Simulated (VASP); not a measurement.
Write the native input for VASP 6.6.1 that does the following.

```yaml
Task: single point
Functional: r2SCAN
Potentials_or_basis: VASP PAW PBE potentials, release 64 (Sn_d, O)
Cutoff: 520 eV
k_mesh: 6 × 6 × 10
Occupations: fermi-dirac, width 0.02 eV
Spin: no spin polarisation
Dipole_correction: no
Further_INCAR_settings: ALGO = Normal; EDIFF = 1e-07; NBANDS = 35
```

Crystal: SnO2.

```
Sn O
1.0
     4.85195    0.00000    0.00000
     0.00000    4.85195    0.00000
     0.00000    0.00000    3.26291
Sn O
2 4
Direct
  0.00000 0.00000 0.00000
  0.50000 0.50000 0.50000
  0.30741 0.30741 0.00000
  0.19259 0.80741 0.50000
  0.69259 0.69259 0.00000
  0.80741 0.19259 0.50000
```

These files were run (other wordings do the same):

POSCAR

```
SnO2
1.0
    4.8519461600      0.0000000000      0.0000000000
    0.0000000000      4.8519461600      0.0000000000
    0.0000000000      0.0000000000      3.2629147900
Sn O
2 4
Direct
    0.0000000000      0.0000000000      0.0000000000
    0.5000000000      0.5000000000      0.5000000000
    0.3074050937      0.3074050937      0.0000000000
    0.1925949063      0.8074050937      0.5000000000
    0.6925949063      0.6925949063      0.0000000000
    0.8074050937      0.1925949063      0.5000000000
```

INCAR.step1

```
SYSTEM = SnO2
ALGO = Normal ; EDIFF = 1E-4
ENCUT = 520 ; GGA = PE
ISMEAR = -1 ; LASPH = .True.
LCHARG = .False. ; LREAL = .False.
LWAVE = .True. ; NBANDS = 35
NELM = 60 ; PREC = Accurate
SIGMA = 0.02
```

INCAR.step2

```
SYSTEM = SnO2
ALGO = Normal ; EDIFF = 1E-7
ENCUT = 520 ; ISIF = 2
ISMEAR = -1 ; ISTART = 1
LASPH = .True. ; LCHARG = .False.
LMIXTAU = .True. ; LREAL = .False.
LWAVE = .False. ; METAGGA = R2SCAN
NBANDS = 35 ; NELM = 60
PREC = Accurate ; SIGMA = 0.02
```

KPOINTS

```
k-points
0
Gamma
  6 6 10
  0 0 0
```

Potentials or basis: VASP PAW PBE potentials, release 64 (Sn_d, O).

The run is started by

```bash
$ cat potpaw_PBE.64/Sn_d/POTCAR potpaw_PBE.64/O/POTCAR > POTCAR
$ cp INCAR.step1 INCAR
$ mpirun -np 1 vasp_std > vasp.out
$ cp INCAR.step2 INCAR
$ mpirun -np 1 vasp_std > vasp.out
```

Results of the run:

```json
{"Pressure": "-9.7 GPa", "Largest force": "0.033 eV/Å", "Band gap on the k mesh": "1.15 eV"}
```

Caveat: the cell stands under tension; the PAW data sets were made with another functional, which shifts forces and pressure a little; spin-orbit coupling is left out, which moves the levels of the heavy elements.

Wall time 2.9 min on 1 thread of Intel(R) Xeon(R) 6975P-C (Granite Rapids), with other jobs on the host, peak memory 0.26 GiB.
